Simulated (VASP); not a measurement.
# InPd (Pmm2) in VASP: single point with PBEsol

Aim: the single point of InPd with PBEsol.

Everything below comes from runs of VASP 6.6.1. Logs are shortened: lines on timing, memory, paths and dates and some standing lists are left out, and cuts for length are marked.

## Step 1: The cell of the first run

It takes space group Pmm2 (No. 25, orthorhombic). Conventional cell: a = 3.171 Å, b = 3.398 Å, c = 3.171 Å, α = 90.00°, β = 90.00°, γ = 90.00°. In (site symmetry mm2) has 8 Pd at 2.72 to 2.91 Å and 6 In at 3.17 to 3.40 Å within 3.6 Å. Within 3.6 Å of Pd (site symmetry mm2) lie 8 In at 2.72 to 2.91 Å and 6 Pd at 3.17 to 3.40 Å.

## Step 2: Single point, PBEsol (atoms displaced along a vibrational mode, the cell strained)

File INCAR:

```
SYSTEM = InPd
ALGO = Fast ; EDIFF = 1E-6
ENCUT = 520 ; GGA = PS
ISIF = 2 ; ISMEAR = 0
LASPH = .True. ; LCHARG = .False.
LREAL = .False. ; LWAVE = .False.
NBANDS = 18 ; NELM = 60
PREC = Accurate ; SIGMA = 0.15
```

File KPOINTS:

```
k-points
0
Gamma
  14 14 14
  0 0 0
```

File POSCAR:

```
InPd
1.0
    3.1708198434      0.0000000000      0.0000000000
    0.0000000000      3.1708198434      0.0000000000
    0.0000000000      0.0000000000      3.3982461783
In Pd
1 1
Direct
   -0.0248370446      0.0000000000      0.0000000000
    0.5267970286      0.5000000000      0.5000000000
```

Potentials or basis: VASP PAW PBE potentials, release 64 (In_d, Pd).

The run is started by

```bash
$ cat potpaw_PBE.64/In_d/POTCAR potpaw_PBE.64/Pd/POTCAR > POTCAR
$ mpirun -np 1 vasp_std > vasp.out
```

OUTCAR:

```text
SYSTEM = InPd
   EDIFF = 1E-6
   ENCUT = 520
   GGA = PS
   ISIF = 2
   ISMEAR = 0
   LASPH = .True.
   LREAL = .False.
   NELM = 60
   PREC = Accurate

 ion  position               nearest neighbor table
   1  0.975  0.000  0.000-   2 2.72   2 2.72   2 2.72   2 2.72   2 2.91   2 2.91   2 2.91   2 2.91

   2  0.527  0.500  0.500-   1 2.72   1 2.72   1 2.72   1 2.72   1 2.91   1 2.91   1 2.91   1 2.91

  LATTYP: Found a simple tetragonal cell.
 ALAT       =     3.1708198434
 C/A-ratio  =     1.0717247734

  Lattice vectors:

 A1 = (   3.1708198434,   0.0000000000,   0.0000000000)
 A2 = (   0.0000000000,   3.1708198434,   0.0000000000)
 A3 = (   0.0000000000,   0.0000000000,   3.3982461783)

Analysis of symmetry for initial positions (statically):
=====================================================================
 Subroutine PRICEL returns:
 Original cell was already a primitive cell.

 Routine SETGRP: Setting up the symmetry group for a
 simple tetragonal supercell.

 Subroutine GETGRP returns: Found  4 space group operations
 (whereof  4 operations were pure point group operations)
 out of a pool of 16 trial point group operations.

The static configuration has the point symmetry C_2v.

Analysis of symmetry for dynamics (positions and initial velocities):
=====================================================================
 Subroutine PRICEL returns:
 Original cell was already a primitive cell.

 Routine SETGRP: Setting up the symmetry group for a
 simple tetragonal supercell.

 Subroutine GETGRP returns: Found  4 space group operations
 (whereof  4 operations were pure point group operations)
 out of a pool of 16 trial point group operations.

The dynamic configuration has the point symmetry C_2v.

 Subroutine INISYM returns: Found  4 space group operations
 (whereof  4 operations are pure point group operations),
 and found     1 'primitive' translations

----------------------------------------------------------------------------------------

                                     Primitive cell

  volume of cell :      34.1663

  direct lattice vectors                    reciprocal lattice vectors
     3.170819843  0.000000000  0.000000000     0.315375849  0.000000000  0.000000000
     0.000000000  3.170819843  0.000000000     0.000000000  0.315375849  0.000000000
     0.000000000  0.000000000  3.398246178     0.000000000  0.000000000  0.294269440

  length of vectors
     3.170819843  3.170819843  3.398246178     0.315375849  0.315375849  0.294269440

  position of ions in fractional coordinates (direct lattice)
     0.975162955  0.000000000  0.000000000
     0.526797029  0.500000000  0.500000000

  ion indices of the primitive-cell ions
   primitive index   ion index
                 1           1
                 2           2

----------------------------------------------------------------------------------------

 KPOINTS: k-points

Automatic generation of k-mesh.
 Grid dimensions read from file:
 generate k-points for:   14   14   14

 Generating k-lattice:

  Cartesian coordinates                     Fractional coordinates (reciprocal lattice)
     0.022526846  0.000000000  0.000000000     0.071428571  0.000000000  0.000000000
     0.000000000  0.022526846  0.000000000     0.000000000  0.071428571  0.000000000
     0.000000000  0.000000000  0.021019246     0.000000000  0.000000000  0.071428571

  Length of vectors
     0.022526846  0.022526846  0.021019246

  Shift w.r.t. Gamma in fractional coordinates (k-lattice)
     0.000000000  0.000000000  0.000000000

 Subroutine IBZKPT returns following result:
 ===========================================

 Found    512 irreducible k-points:

 Following reciprocal coordinates:
            Coordinates               Weight
  0.000000  0.000000  0.000000      1.000000
  0.071429  0.000000  0.000000      2.000000
  0.000000  0.071429  0.000000      2.000000
  0.142857  0.000000  0.000000      2.000000
  0.000000  0.142857  0.000000      2.000000
  0.214286  0.000000  0.000000      2.000000
[... 16 lines left out ...]
  0.357143  0.071429  0.000000      4.000000
 -0.071429  0.357143  0.000000      4.000000
 [... further k-points ...]
   k-points           NKPTS =    512   k-points in BZ     NKDIM =    512   number of bands    NBANDS=     18
   number of dos      NEDOS =    301   number of ions     NIONS =      2
   total plane-waves  NPLWV =  16128
   dimension x,y,z NGX =    24 NGY =   24 NGZ =   28
   dimension x,y,z NGXF=    48 NGYF=   48 NGZF=   56
   ions per type =               1   1
   NGX,Y,Z   is equivalent  to a cutoff of  12.58, 12.58, 13.70 a.u.
   NGXF,Y,Z  is equivalent  to a cutoff of  25.17, 25.17, 27.40 a.u.
 SYSTEM =  InPd
   PREC   = accura    normal or accurate (medium, high low for compatibility)
   ISTART =      0    job   : 0-new  1-cont  2-samecut
   ICHARG =      2    charge: 1-file 2-atom 10-const
   ISPIN  =      1    spin polarized calculation?
   LNONCOLLINEAR =      F non collinear calculations
   LSORBIT =      F    spin-orbit coupling
   LASPH  =      T    aspherical Exc in radial PAW
   ENCUT  =  520.0 eV  38.22 Ry    6.18 a.u.   5.90  5.90  6.32*2*pi/ulx,y,z
   NELM   =     60;   NELMIN=  2; NELMDL= -5     # of ELM steps
   EDIFF  = 0.1E-05   stopping-criterion for ELM
   LREAL  =      F    real-space projection
   EDIFFG = 0.1E-04   stopping-criterion for IOM
   NSW    =      0    number of steps for IOM
   IBRION =     -1    ionic relax: 0-MD 1-quasi-New 2-CG
   NFREE  =      0    steps in history (QN), initial steepest desc. (CG)
   ISIF   =      2    stress and relaxation
   ISYM   =      2    0-nonsym 1-usesym 2-fastsym
   POTIM  = 0.5000    time-step for ionic-motion
   TEBEG  =    0.0;   TEEND  =   0.0 temperature during run
   PSTRESS=    0.0 pullay stress
   NELECT =      23.0000    total number of electrons
   NUPDOWN=      -1.0000    fix difference up-down
   EMIN   =  10.00;   EMAX   =-10.00  energy-range for DOS
   EFERMI =   0.00;   METHOD = LEGACY
   ISMEAR =     0;   SIGMA  =   0.15  broadening in eV -4-tet -1-fermi 0-gaus
   EFERMI_NEDOS =   21; number of points for ismear=-14 and -15
   IALGO  =     68    algorithm
   IMIX   =      4    mixing-type and parameters
     AMIX     =   0.40;   BMIX     =  1.00
     AMIX_MAG =   1.60;   BMIX_MAG =  1.00
  volume/ion in A,a.u.               =      17.08       115.28
  Fermi-wavevector in a.u.,A,eV,Ry     =   1.434778  2.711338 28.008799  2.058589
  Thomas-Fermi vector in A             =   2.554149
   LORBIT       =      0    0 simple, 1 ext, 2 COOP (PROOUT), +10 PAW based schemes
   GGA     = PS    functional components
   LHFCALC =     F    Hartree Fock is set to
   AEXX    =    0.0000 exact exchange contribution
   IVDW    =     0    specifies the selected vdW correction
   LEPSILON=     F    determine dielectric tensor
   LRPA    =     F    only Hartree local field effects (RPA)
 non-spin polarized calculation
 RMM-DIIS sequential band-by-band and
 Gauss-broadening in eV      SIGMA  =   0.15
  energy-cutoff  :      520.00
  volume of cell :       34.17
 maximum number of plane-waves:       952
   NGX = 11   NGY = 11   NGZ = 13

 number of electron      23.0000005 magnetization

 Free energy of the ion-electron system (eV)
  ---------------------------------------------------
  ext. energy  EPLUGINS =         0.00000000
  ---------------------------------------------------
  free energy    TOTEN  =        -9.94122699 eV

  energy without entropy =       -9.93295474  energy(sigma->0) =       -9.93709087

 E-fermi :  10.7567     XC(G=0): -12.5386

 val. band max:       10.7514699740   @ k =   0.5000   0.3571   0.2857
 cond. band min:      10.7598794306   @ k =   0.3571   0.3571   0.5000
 fundamental gap:      0.0084094566
 Fermi energy:        10.7566753110

 k-point     1 :       0.0000    0.0000    0.0000
  band No.  band energies     occupation
      1      -4.2955      2.00000
      2      -4.1966      2.00000
      3      -3.8072      2.00000
      4      -3.7984      2.00000
      5      -3.7537      2.00000
      6       0.3808      2.00000
[... 10 lines left out ...]
     17      21.8976      0.00000
     18      26.1110      0.00000

 k-point     2 :       0.0714    0.0000    0.0000
  band No.  band energies     occupation
      1      -4.2797      2.00000
      2      -4.1867      2.00000
      3      -3.8062      2.00000
      4      -3.8052      2.00000
      5      -3.7611      2.00000
      6       0.4667      2.00000
[... 10 lines left out ...]
     17      22.3970      0.00000
     18      26.1471      0.00000

 k-point     3 :       0.0000    0.0714    0.0000
  band No.  band energies     occupation
      1      -4.2792      2.00000
      2      -4.1871      2.00000
      3      -3.8149      2.00000
      4      -3.7966      2.00000
      5      -3.7613      2.00000
      6       0.4671      2.00000
[... 10 lines left out ...]
     17      22.5689      0.00000
     18      26.1369      0.00000

 k-point     4 :       0.1429    0.0000    0.0000
  band No.  band energies     occupation
      1      -4.2450      2.00000
      2      -4.1493      2.00000
      3      -3.8279      2.00000
      4      -3.7993      2.00000
      5      -3.7819      2.00000
      6       0.7242      2.00000
[... 375 lines left out ...]
      4      -3.8603      2.00000
      5      -3.7863      2.00000
      6       1.8317      2.00000
[... 10 lines left out ...]
     17      24.4638      0.00000
     18      24.4988      0.00000

 k-point    23 :       0.3571    0.0714    0.0000
  band No.  band energies     occupation
      1      -4.1542      2.00000
      2      -3.9259      2.00000
      3      -3.8950      2.00000
      4      -3.8887      2.00000
      5      -3.7837      2.00000
      6       2.5659      2.00000
[... 10 lines left out ...]
     17      23.0995      0.00000
     18      23.1936      0.00000

 k-point    24 :      -0.0714    0.3571    0.0000
  band No.  band energies     occupation
      1      -4.1557      2.00000
      2      -3.9324      2.00000
      3      -3.8962      2.00000
      4      -3.8863      2.00000
      5      -3.7803      2.00000
      6       2.5780      2.00000
[... 10 lines left out ...]
     17      23.0604      0.00000
     18      23.2691      0.00000

 [... further k-points ...]
[... 5 lines left out ...]
  --------------------------------------------------------------------------------------
  -------------------------------------------------------------------------------------
  Total        0.3578657      0.5794729      0.2022175      0.0000000      0.0000000      0.0000000
  in kB       16.7815734     27.1735103      9.4826875      0.0000000      0.0000000      0.0000000
  external PRESSURE =      17.8125904 kB  Pullay stress =       0.0000000 kB

 VOLUME and BASIS-vectors are now :
 -----------------------------------------------------------------------------
  energy-cutoff  :      520.00
  volume of cell :       34.17
      direct lattice vectors                 reciprocal lattice vectors
     3.170819843  0.000000000  0.000000000     0.315375849  0.000000000  0.000000000
     0.000000000  3.170819843  0.000000000     0.000000000  0.315375849  0.000000000
     0.000000000  0.000000000  3.398246178     0.000000000  0.000000000  0.294269440

 POSITION                                       TOTAL-FORCE (eV/Angst)
 -----------------------------------------------------------------------------------
      3.09207      0.00000      0.00000         0.670981      0.000000      0.000000
      1.67038      1.58541      1.69912        -0.670981      0.000000      0.000000
 -----------------------------------------------------------------------------------
    total drift:                                0.001379     -0.000000     -0.000002

  FREE ENERGIE OF THE ION-ELECTRON SYSTEM (eV)
  ---------------------------------------------------
  free  energy   TOTEN  =        -9.9412269927 eV

  energy  without entropy=       -9.9329547390  energy(sigma->0) =       -9.93709087
```

Run time: 1.9 min. Hardware: 1 thread of Intel Xeon 6975P-C (Granite Rapids), shared host; peak memory 0.42 GiB.

Results:

```yaml
Free_energy: -9.9412 eV
Pressure: 1.8 GPa
Largest_force: 0.671 eV/Å
Band_gap_on_the_k_mesh: zero (an odd number of electrons rules out a gap without spin polarisation)
```

Forces in eV/Å, atoms in the order of the input:
```
In   0.671  0.000  0.000
Pd  -0.671  0.000  0.000
```

Caveat: the cell differs from its parent crystal (atoms displaced along a vibrational mode, the cell strained); the PAW data sets were made with another functional, which shifts forces and pressure a little; spin-orbit coupling is left out, which moves the levels of the heavy elements.
